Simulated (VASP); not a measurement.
# Nb (Im-3m) in VASP: a series of runs

Runs on Nb. Level: r2SCAN. Tasks: single point.

All numbers are computed with VASP 6.6.1; they aren't measurements. Logs are shortened: lines on timing, memory, paths and dates and some standing lists are left out, and cuts for length are marked.

**1. The cell of the first run**

It takes space group Im-3m (No. 229, cubic). The conventional cell has a = 3.302 Å, b = 3.302 Å, c = 3.302 Å, α = 90.00°, β = 90.00°, γ = 90.00°. Within 3.8 Å of Nb (site symmetry m-3m) lie 14 Nb at 2.86 to 3.30 Å.

**2. Single point, r2SCAN**

The input, POSCAR:

```
Nb
1.0
   -1.6511317439      1.6511317439      1.6511317439
    1.6511317439     -1.6511317439      1.6511317439
    1.6511317439      1.6511317439     -1.6511317439
Nb
1
Direct
    0.0000000000      0.0000000000      0.0000000000
```

The input, INCAR.step1:

```
SYSTEM = Nb
ALGO = Normal
EDIFF = 1E-4
ENCUT = 520
GGA = PE
ISMEAR = -1
LASPH = .TRUE.
LCHARG = .FALSE.
LREAL = .FALSE.
LWAVE = .TRUE.
NBANDS = 12
NELM = 80
PREC = Accurate
SIGMA = 0.1
```

The input, INCAR.step2:

```
SYSTEM = Nb
ALGO = Normal
EDIFF = 1E-6
ENCUT = 520
ISIF = 2
ISMEAR = -1
ISTART = 1
LASPH = .TRUE.
LCHARG = .FALSE.
LMIXTAU = .TRUE.
LREAL = .FALSE.
LWAVE = .FALSE.
METAGGA = R2SCAN
NBANDS = 12
NELM = 80
PREC = Accurate
SIGMA = 0.1
```

The input, KPOINTS:

```
k-points
0
G
  22 22 22
  0 0 0
```

Potentials or basis: VASP PAW PBE potentials, release 64 (Nb_sv).

The run is started by

```bash
cat potpaw_PBE.64/Nb_sv/POTCAR > POTCAR
cp INCAR.step1 INCAR
mpirun -np 1 vasp_std > vasp.out
cp INCAR.step2 INCAR
mpirun -np 1 vasp_std > vasp.out
```

OUTCAR:

```text
SYSTEM = Nb
   EDIFF = 1E-6
   ENCUT = 520
   ISIF = 2
   ISMEAR = -1
   ISTART = 1
   LASPH = .TRUE.
   LREAL = .FALSE.
   METAGGA = R2SCAN
   NELM = 80
   PREC = Accurate

 ion  position               nearest neighbor table
   1  0.000  0.000  0.000-

  LATTYP: Found a body centered cubic cell.
 ALAT       =     3.3022634878

  Lattice vectors:

 A1 = (  -1.6511317439,   1.6511317439,   1.6511317439)
 A2 = (   1.6511317439,  -1.6511317439,   1.6511317439)
 A3 = (   1.6511317439,   1.6511317439,  -1.6511317439)

Analysis of symmetry for initial positions (statically):
=====================================================================
 Subroutine PRICEL returns:
 Original cell was already a primitive cell.

 Routine SETGRP: Setting up the symmetry group for a
 body centered cubic supercell.

 Subroutine GETGRP returns: Found 48 space group operations
 (whereof 48 operations were pure point group operations)
 out of a pool of 48 trial point group operations.

The static configuration has the point symmetry O_h .

Analysis of symmetry for dynamics (positions and initial velocities):
=====================================================================
 Subroutine PRICEL returns:
 Original cell was already a primitive cell.

 Routine SETGRP: Setting up the symmetry group for a
 body centered cubic supercell.

 Subroutine GETGRP returns: Found 48 space group operations
 (whereof 48 operations were pure point group operations)
 out of a pool of 48 trial point group operations.

The dynamic configuration has the point symmetry O_h .

 Subroutine INISYM returns: Found 48 space group operations
 (whereof 48 operations are pure point group operations),
 and found     1 'primitive' translations

----------------------------------------------------------------------------------------

                                     Primitive cell

  volume of cell :      18.0055

  direct lattice vectors                    reciprocal lattice vectors
    -1.651131744  1.651131744  1.651131744     0.000000000  0.302822595  0.302822595
     1.651131744 -1.651131744  1.651131744     0.302822595  0.000000000  0.302822595
     1.651131744  1.651131744 -1.651131744     0.302822595  0.302822595  0.000000000

  length of vectors
     2.859844070  2.859844070  2.859844070     0.428255821  0.428255821  0.428255821

  position of ions in fractional coordinates (direct lattice)
     0.000000000  0.000000000  0.000000000

  ion indices of the primitive-cell ions
   primitive index   ion index
                 1           1

----------------------------------------------------------------------------------------

 KPOINTS: k-points

Automatic generation of k-mesh.
 Grid dimensions read from file:
 generate k-points for:   22   22   22

 Generating k-lattice:

  Cartesian coordinates                     Fractional coordinates (reciprocal lattice)
     0.000000000  0.013764663  0.013764663     0.045454545  0.000000000  0.000000000
     0.013764663  0.000000000  0.013764663     0.000000000  0.045454545  0.000000000
     0.013764663  0.013764663  0.000000000     0.000000000  0.000000000  0.045454545

  Length of vectors
     0.019466174  0.019466174  0.019466174

  Shift w.r.t. Gamma in fractional coordinates (k-lattice)
     0.000000000  0.000000000  0.000000000

 Subroutine IBZKPT returns following result:
 ===========================================

 Found    328 irreducible k-points:

 Following reciprocal coordinates:
            Coordinates               Weight
  0.000000  0.000000  0.000000      1.000000
  0.045455  0.000000  0.000000     12.000000
  0.090909  0.000000  0.000000     12.000000
  0.136364  0.000000  0.000000     12.000000
  0.181818  0.000000  0.000000     12.000000
  0.227273  0.000000  0.000000     12.000000
[... 16 lines left out ...]
  0.090909  0.090909  0.000000     24.000000
  0.136364  0.090909 -0.000000     48.000000
 [... further k-points ...]
   k-points           NKPTS =    328   k-points in BZ     NKDIM =    328   number of bands    NBANDS=     12
   number of dos      NEDOS =    301   number of ions     NIONS =      1
   total plane-waves  NPLWV =  13824
   dimension x,y,z NGX =    24 NGY =   24 NGZ =   24
   dimension x,y,z NGXF=    48 NGYF=   48 NGZF=   48
   ions per type =               1
   NGX,Y,Z   is equivalent  to a cutoff of  13.95, 13.95, 13.95 a.u.
   NGXF,Y,Z  is equivalent  to a cutoff of  27.90, 27.90, 27.90 a.u.
 SYSTEM =  Nb
   PREC   = accura    normal or accurate (medium, high low for compatibility)
   ISTART =      1    job   : 0-new  1-cont  2-samecut
   ICHARG =      0    charge: 1-file 2-atom 10-const
   ISPIN  =      1    spin polarized calculation?
   LNONCOLLINEAR =      F non collinear calculations
   LSORBIT =      F    spin-orbit coupling
   LASPH  =      T    aspherical Exc in radial PAW
   ENCUT  =  520.0 eV  38.22 Ry    6.18 a.u.   5.32  5.32  5.32*2*pi/ulx,y,z
   NELM   =     80;   NELMIN=  2; NELMDL=  0     # of ELM steps
   EDIFF  = 0.1E-05   stopping-criterion for ELM
   LREAL  =      F    real-space projection
   EDIFFG = 0.1E-04   stopping-criterion for IOM
   NSW    =      0    number of steps for IOM
   IBRION =     -1    ionic relax: 0-MD 1-quasi-New 2-CG
   NFREE  =      0    steps in history (QN), initial steepest desc. (CG)
   ISIF   =      2    stress and relaxation
   ISYM   =      2    0-nonsym 1-usesym 2-fastsym
   POTIM  = 0.5000    time-step for ionic-motion
   TEBEG  =    0.0;   TEEND  =   0.0 temperature during run
   PSTRESS=    0.0 pullay stress
   NELECT =      13.0000    total number of electrons
   NUPDOWN=      -1.0000    fix difference up-down
   EMIN   =  10.00;   EMAX   =-10.00  energy-range for DOS
   EFERMI =   0.00;   METHOD = LEGACY
   ISMEAR =    -1;   SIGMA  =   0.10  broadening in eV -4-tet -1-fermi 0-gaus
   EFERMI_NEDOS =   21; number of points for ismear=-14 and -15
   IALGO  =     38    algorithm
   IMIX   =      4    mixing-type and parameters
     AMIX     =   0.40;   BMIX     =  1.00
     AMIX_MAG =   1.60;   BMIX_MAG =  1.00
  volume/ion in A,a.u.               =      18.01       121.51
  Fermi-wavevector in a.u.,A,eV,Ry     =   1.468659  2.775363 29.347202  2.156958
  Thomas-Fermi vector in A             =   2.584130
   LORBIT       =      0    0 simple, 1 ext, 2 COOP (PROOUT), +10 PAW based schemes
   METAGGA = R2SCAN    functional components
   LHFCALC =     F    Hartree Fock is set to
   AEXX    =    0.0000 exact exchange contribution
   IVDW    =     0    specifies the selected vdW correction
   LEPSILON=     F    determine dielectric tensor
   LRPA    =     F    only Hartree local field effects (RPA)
 non-spin polarized calculation
  energy-cutoff  :      520.00
  volume of cell :       18.01
 maximum number of plane-waves:       496
 NGX is ok and might be reduce to    24
   NGX = 11   NGY = 11   NGZ = 11

 number of electron      13.0000000 magnetization

 Free energy of the ion-electron system (eV)
  ---------------------------------------------------
  ext. energy  EPLUGINS =         0.00000000
  ---------------------------------------------------
  free energy    TOTEN  =       -24.86650135 eV

  energy without entropy =      -24.82058351  energy(sigma->0) =      -24.84354243

 E-fermi :  11.1551     XC(G=0): -13.6283

 val. band max:       11.1536529249   @ k =  -0.1818   0.2273   0.1364
 cond. band min:      11.1583831724   @ k =  -0.4545   0.4545   0.1364
 fundamental gap:      0.0047302475
 Fermi energy:        11.1551015953

 k-point     1 :       0.0000    0.0000    0.0000
  band No.  band energies     occupation
      1     -45.0091      2.00000
      2     -19.5478      2.00000
      3     -19.5478      2.00000
      4     -19.5478      2.00000
      5       4.8539      2.00000
      6      11.5865      0.02640
      7      11.5865      0.02640
      8      11.5865      0.02640
      9      14.7124      0.00000
     10      14.7124      0.00000
     11      26.0202      0.00000
     12      26.0202      0.00000

 k-point     2 :       0.0455    0.0000    0.0000
  band No.  band energies     occupation
      1     -45.0038      2.00000
      2     -19.5797      2.00000
      3     -19.5573      2.00000
      4     -19.5481      2.00000
      5       4.9440      2.00000
      6      11.5294      0.04628
      7      11.5728      0.03022
      8      11.6716      0.01136
      9      14.6204      0.00000
     10      14.7114      0.00000
     11      26.0958      0.00000
     12      26.1767      0.00000

 k-point     3 :       0.0909    0.0000    0.0000
  band No.  band energies     occupation
      1     -44.9882      2.00000
      2     -19.6719      2.00000
      3     -19.5851      2.00000
      4     -19.5489      2.00000
      5       5.2071      2.00000
      6      11.3674      0.21377
      7      11.5203      0.05055
      8      11.9250      0.00091
      9      14.3994      0.00000
     10      14.7122      0.00000
     11      26.2960      0.00000
     12      26.6363      0.00000
[... 286 lines left out ...]
 k-point    23 :       0.0909    0.0909    0.0000
  band No.  band energies     occupation
      1     -44.9495      2.00000
      2     -19.8944      2.00000
      3     -19.6271      2.00000
      4     -19.5785      2.00000
      5       5.8559      2.00000
      6      11.0846      1.33860
      7      11.1906      0.82431
      8      12.6477      0.00000
      9      13.9863      0.00000
     10      14.8294      0.00000
     11      26.8028      0.00000
     12      27.5446      0.00000

 k-point    24 :       0.1364    0.0909   -0.0000
  band No.  band energies     occupation
      1     -44.9189      2.00000
      2     -20.0593      2.00000
      3     -19.6795      2.00000
      4     -19.5882      2.00000
      5       6.3565      2.00000
      6      10.8241      1.92957
      7      10.9799      1.70436
      8      13.2451      0.00000
      9      13.8437      0.00000
     10      14.9340      0.00000
     11      27.0432      0.00000
     12      27.8640      0.00000

 [... further k-points ...]

------------------------ aborting loop because EDIFF is reached ----------------------------------------

  FORCE on cell =-STRESS in cart. coord.  units (eV):
  Direction    XX          YY          ZZ          XY          YZ          ZX
  --------------------------------------------------------------------------------------
  -------------------------------------------------------------------------------------
  Total        0.0182673      0.0182673      0.0182673      0.0000000      0.0000000     -0.0000000
  in kB        1.6254719      1.6254719      1.6254719      0.0000000      0.0000000     -0.0000000
  external PRESSURE =       1.6254719 kB  Pullay stress =       0.0000000 kB

 VOLUME and BASIS-vectors are now :
 -----------------------------------------------------------------------------
  energy-cutoff  :      520.00
  volume of cell :       18.01
      direct lattice vectors                 reciprocal lattice vectors
    -1.651131744  1.651131744  1.651131744     0.000000000  0.302822595  0.302822595
     1.651131744 -1.651131744  1.651131744     0.302822595  0.000000000  0.302822595
     1.651131744  1.651131744 -1.651131744     0.302822595  0.302822595  0.000000000

 POSITION                                       TOTAL-FORCE (eV/Angst)
 -----------------------------------------------------------------------------------
      0.00000      0.00000      0.00000         0.000000     -0.000000     -0.000000
 -----------------------------------------------------------------------------------
    total drift:                               -0.000000      0.000000     -0.000000

  FREE ENERGIE OF THE ION-ELECTRON SYSTEM (eV)
  ---------------------------------------------------
  free  energy   TOTEN  =       -24.8665013517 eV

  energy  without entropy=      -24.8205835089  energy(sigma->0) =      -24.84354243
```

Wall time 2.6 min (1 thread of Intel Xeon Platinum 8259CL at 2.50GHz (Skylake/Cascade Lake), shared host); peak memory 0.2 GiB.

Results:

| Property | Result |
| --- | --- |
| Free energy | -24.8665 eV |
| Pressure | 0.2 GPa |

Caveat: the PAW data sets were made with another functional, which shifts forces and pressure a little.

(Continued in part 2 of 3.)
